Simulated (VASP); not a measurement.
# BN (F-43m) in VASP: vibrations by perturbation theory with PBEsol

Aim: the vibrations by perturbation theory of BN with PBEsol.

All numbers are computed with VASP 6.6.1; they aren't measurements. Logs are shortened: lines on timing, memory, paths and dates and some standing lists are left out, and cuts for length are marked.

### Step 1. The cell of the first run

Symmetry: F-43m, No. 216, cubic system. Conventional cell: a = 3.566 Å, b = 3.566 Å, c = 3.566 Å, α = 90.00°, β = 90.00°, γ = 90.00°. Within 2.1 Å of B (site symmetry -43m) lie 4 N at 1.54 Å. N (site symmetry -43m) has 4 B at 1.54 Å within 2.1 Å.

### Step 2. Vibrations by perturbation theory, PBEsol

The input, INCAR:

```
SYSTEM = BN
PREC = Accurate ; ENCUT = 600
EDIFF = 1E-8 ; ISMEAR = 0
SIGMA = 0.01 ; LREAL = .FALSE.
LASPH = .TRUE. ; NELM = 120
ALGO = Normal ; ISIF = 2
LWAVE = .FALSE. ; LCHARG = .TRUE.
GGA = PS ; NBANDS = 11
IBRION = 8 ; NSW = 1
LEPSILON = .TRUE. ; GGA_COMPAT = .FALSE.
```

The input, KPOINTS:

```
regular mesh
0
G
  8 8 8
  0 0 0
```

The input, POSCAR:

```
BN
1.0
    0.0000000000      1.7831699782      1.7831699782
    1.7831699782      0.0000000000      1.7831699782
    1.7831699782      1.7831699782      0.0000000000
B N
1 1
Direct
    0.0000000000      0.0000000000      0.0000000000
    0.2500000000      0.2500000000      0.2500000000
```

Potentials or basis: VASP PAW PBE potentials, release 64 (B, N).

Command:

```console
> cat potpaw_PBE.64/B/POTCAR potpaw_PBE.64/N/POTCAR > POTCAR
> mpirun -np 1 vasp_std > vasp.out
```

OUTCAR:

```text
SYSTEM = BN
   PREC = Accurate
   ENCUT = 600
   EDIFF = 1E-8
   ISMEAR = 0
   LREAL = .FALSE.
   LASPH = .TRUE.
   NELM = 120
   ISIF = 2
   GGA = PS
   IBRION = 8
   NSW = 1
   LEPSILON = .TRUE.

 ion  position               nearest neighbor table
   1  0.000  0.000  0.000-   2 1.54   2 1.54   2 1.54   2 1.54
   2  0.250  0.250  0.250-   1 1.54   1 1.54   1 1.54   1 1.54

  LATTYP: Found a face centered cubic cell.
 ALAT       =     3.5663399564

  Lattice vectors:

 A1 = (   0.0000000000,   1.7831699782,   1.7831699782)
 A2 = (   1.7831699782,   0.0000000000,   1.7831699782)
 A3 = (   1.7831699782,   1.7831699782,   0.0000000000)

Analysis of symmetry for initial positions (statically):
=====================================================================
 Subroutine PRICEL returns:
 Original cell was already a primitive cell.

 Routine SETGRP: Setting up the symmetry group for a
 face centered cubic supercell.

 Subroutine GETGRP returns: Found 24 space group operations
 (whereof 24 operations were pure point group operations)
 out of a pool of 48 trial point group operations.

The static configuration has the point symmetry T_d .

Analysis of symmetry for dynamics (positions and initial velocities):
=====================================================================
 Subroutine PRICEL returns:
 Original cell was already a primitive cell.

 Routine SETGRP: Setting up the symmetry group for a
 face centered cubic supercell.

 Subroutine GETGRP returns: Found 24 space group operations
 (whereof 24 operations were pure point group operations)
 out of a pool of 48 trial point group operations.

The dynamic configuration has the point symmetry T_d .

 Subroutine INISYM returns: Found 24 space group operations
 (whereof 24 operations are pure point group operations),
 and found     1 'primitive' translations

----------------------------------------------------------------------------------------

                                     Primitive cell

  volume of cell :      11.3399

  direct lattice vectors                    reciprocal lattice vectors
     0.000000000  1.783169978  1.783169978    -0.280399517  0.280399517  0.280399517
     1.783169978  0.000000000  1.783169978     0.280399517 -0.280399517  0.280399517
     1.783169978  1.783169978  0.000000000     0.280399517  0.280399517 -0.280399517

  length of vectors
     2.521783167  2.521783167  2.521783167     0.485666209  0.485666209  0.485666209

  position of ions in fractional coordinates (direct lattice)
     0.000000000  0.000000000  0.000000000
     0.250000000  0.250000000  0.250000000

  ion indices of the primitive-cell ions
   primitive index   ion index
                 1           1
                 2           2

----------------------------------------------------------------------------------------

 KPOINTS: regular mesh

Automatic generation of k-mesh.
 Grid dimensions read from file:
 generate k-points for:    8    8    8

 Generating k-lattice:

  Cartesian coordinates                     Fractional coordinates (reciprocal lattice)
[... 485 lines left out ...]
  ---------------------------------------------------
  ---------------------------------------------------
  free energy    TOTEN  =        -0.12110666 eV

  energy without entropy =       -0.12110666

------------------------ aborting loop because EDIFF is reached ----------------------------------------

--------------------------------------- Ionic step        2  -------------------------------------------

------------------------ aborting loop because EDIFF is reached ----------------------------------------

--------------------------------------- Ionic step        3  -------------------------------------------

------------------------ aborting loop because EDIFF is reached ----------------------------------------

 PIEZOELECTRIC TENSOR FIELD DIRECTION 3  (e Angst)
 -----------------------------------------------------------------------------
    -0.00025 -0.72853  0.00000           ( -0.00000 -0.00321  0.00000)
    -0.72853 -0.00025  0.00000           ( -0.00321 -0.00000  0.00000)
     0.00000  0.00000  0.00016           (  0.00000  0.00000 -0.00000)

 PIEZOELECTRIC TENSOR FIELD DIRECTION 3  (C/m^2)
 -----------------------------------------------------------------------------
    -0.00035 -1.02931  0.00000
    -1.02931 -0.00035  0.00000
     0.00000  0.00000  0.00023

--------------------------------------- Ionic step        4  -------------------------------------------

------------------------ aborting loop because EDIFF is reached ----------------------------------------

[... ionic steps 5 to 6 ...]

--------------------------------------- Ionic step        7  -------------------------------------------

 Free energy of the ion-electron system (eV)
  ---------------------------------------------------
  ---------------------------------------------------
  free energy    TOTEN  =        -0.23003877 eV

  energy without entropy =       -0.23003877

------------------------ aborting loop because EDIFF is reached ----------------------------------------

 INTERNAL STRAIN TENSOR  FOR ION    2  DIRECTION 1   (eV/Angst):
 -----------------------------------------------------------------------------
    -0.03111  0.00000  0.00000
     0.00000  0.01744 -4.23384
     0.00000 -4.23384  0.01744

 MACROSCOPIC STATIC DIELECTRIC TENSOR (including local field effects in DFT)
 ------------------------------------------------------
           4.615742     0.000000     0.000000
           0.000000     4.615742     0.000000
           0.000000    -0.000000     4.615742
 ------------------------------------------------------

 PIEZOELECTRIC TENSOR (including local field effects)  for field in x, y, z        (e  Angst)
          XX          YY          ZZ          XY          YZ          ZX
  --------------------------------------------------------------------------------
  x    -0.00000    -0.00000    -0.00000     0.00000    -0.72930     0.00000
  y    -0.00000    -0.00000     0.00000     0.00000     0.00000    -0.72930
  z    -0.00000    -0.00000    -0.00000    -0.72930     0.00000     0.00000

 PIEZOELECTRIC TENSOR (including local field effects)  for field in x, y, z        (C/m^2)
          XX          YY          ZZ          XY          YZ          ZX
  --------------------------------------------------------------------------------
  x    -0.00000    -0.00000    -0.00000     0.00000    -1.03041     0.00000
  y    -0.00000    -0.00000     0.00000     0.00000     0.00000    -1.03041
  z    -0.00000    -0.00000    -0.00000    -1.03041     0.00000     0.00000

 BORN EFFECTIVE CHARGES (including local field effects) (in |e|, cummulative output)
 ---------------------------------------------------------------------------------
 ion    1
    1     1.88452     0.00000     0.00000
    2     0.00000     1.88452     0.00000
    3     0.00000     0.00000     1.88452
 ion    2
    1    -1.88452     0.00000     0.00000
    2     0.00000    -1.88452     0.00000
    3    -0.00000     0.00000    -1.88452

 INTERNAL STRAIN TENSOR FOR ION    2 for displacements in x,y,z  (eV/Angst):
          X           Y           Z          XY          YZ          ZX
  --------------------------------------------------------------------------------
  x    -0.00000     0.00000     0.00000     0.00000    -4.23384     0.00000
  y     0.00000    -0.00000     0.00000     0.00000     0.00000    -4.23384
  z     0.00000     0.00000    -0.00000    -4.23384     0.00000     0.00000

 SECOND DERIVATIVES (NOT SYMMETRIZED)
 ------------------------------------
               1X          1Y          1Z          2X          2Y          2Z
  1X   -26.789552    0.000000    0.000000   26.789552    0.000000    0.000000
  1Y     0.000000  -26.789552    0.000000    0.000000   26.789552    0.000000
  1Z     0.000000    0.000000  -26.789552    0.000000    0.000000   26.789552
  2X    26.783942    0.000000    0.000000  -26.783942    0.000000    0.000000
  2Y     0.000000   26.783942    0.000000    0.000000  -26.783942    0.000000
  2Z     0.000000    0.000000   26.783942    0.000000    0.000000  -26.783942

 Eigenvectors and eigenvalues of the dynamical matrix
 ----------------------------------------------------

   1 f  =   32.759108 THz   205.831543 2PiTHz 1092.726207 cm-1   135.480722 meV
             X         Y         Z           dx          dy          dz
      0.000000  0.000000  0.000000    -0.751222    0.000000    0.000000
      0.891585  0.891585  0.891585     0.660049    0.000000    0.000000
[... 21 lines left out ...]
   6 f/i=    0.001701 THz     0.010688 2PiTHz    0.056743 cm-1     0.007035 meV
             X         Y         Z           dx          dy          dz
      0.000000  0.000000  0.000000     0.000000    0.000000   -0.660049
      0.891585  0.891585  0.891585     0.000000    0.000000   -0.751222

--------------------------------------------------------------------------------------------------------

 MACROSCOPIC STATIC DIELECTRIC TENSOR IONIC CONTRIBUTION
 ------------------------------------------------------
           2.115638     0.000000    -0.000000
           0.000000     2.115638     0.000000
          -0.000000     0.000000     2.115638
 ------------------------------------------------------

 ELASTIC MODULI CONTR FROM IONIC RELAXATION (kBar)
 Direction    XX          YY          ZZ          XY          YZ          ZX
 --------------------------------------------------------------------------------
 XX          -0.0000      0.0000      0.0000      0.0000     -0.0000      0.0000
 YY           0.0000     -0.0000     -0.0000      0.0000      0.0000     -0.0000
 ZZ           0.0000     -0.0000     -0.0000     -0.0000      0.0000      0.0000
 XY           0.0000      0.0000     -0.0000    -90.2190      0.0000     -0.0000
 YZ          -0.0000      0.0000      0.0000      0.0000    -90.2190     -0.0000
 ZX           0.0000     -0.0000      0.0000     -0.0000     -0.0000    -90.2190
 --------------------------------------------------------------------------------

 PIEZOELECTRIC TENSOR IONIC CONTR  for field in x, y, z        (C/m^2)
          XX          YY          ZZ          XY          YZ          ZX
  --------------------------------------------------------------------------------
  x     0.00000    -0.00000    -0.00000    -0.00000     0.41109     0.00000
  y    -0.00000     0.00000    -0.00000     0.00000     0.00000     0.41109
  z    -0.00000    -0.00000     0.00000     0.41109    -0.00000     0.00000
```

Run time: 38 s. Hardware: 1 thread of Intel Xeon 6975P-C (Granite Rapids), shared host; peak memory 0.15 GiB.

Results:

```
Electronic dielectric tensor (diagonal)                 : 4.62
Born charges (mean of the diagonal)                     : B +1.88; N -1.88 e
Highest phonon frequency at Γ, LO-TO splitting left out : 1093 cm⁻¹
```

Phonon frequencies in cm⁻¹ (negative: imaginary):
```csv
q point,frequencies
"(0.000, 0.000, 0.000)",0 0 0 1093 1093 1093
```

Electronic dielectric tensor:
```
4.62 0.00 0.00
0.00 4.62 0.00
0.00 0.00 4.62
```

Born effective charge tensors (e):
atom 1, B
```
1.88 0.00 0.00
0.00 1.88 0.00
0.00 0.00 1.88
```
atom 2, N
```
-1.88  0.00  0.00
 0.00 -1.88  0.00
 0.00  0.00 -1.88
```

Caveat: the k points lie up to 0.38 Å⁻¹ apart; the cell stands under pressure or tension, which shifts response properties.
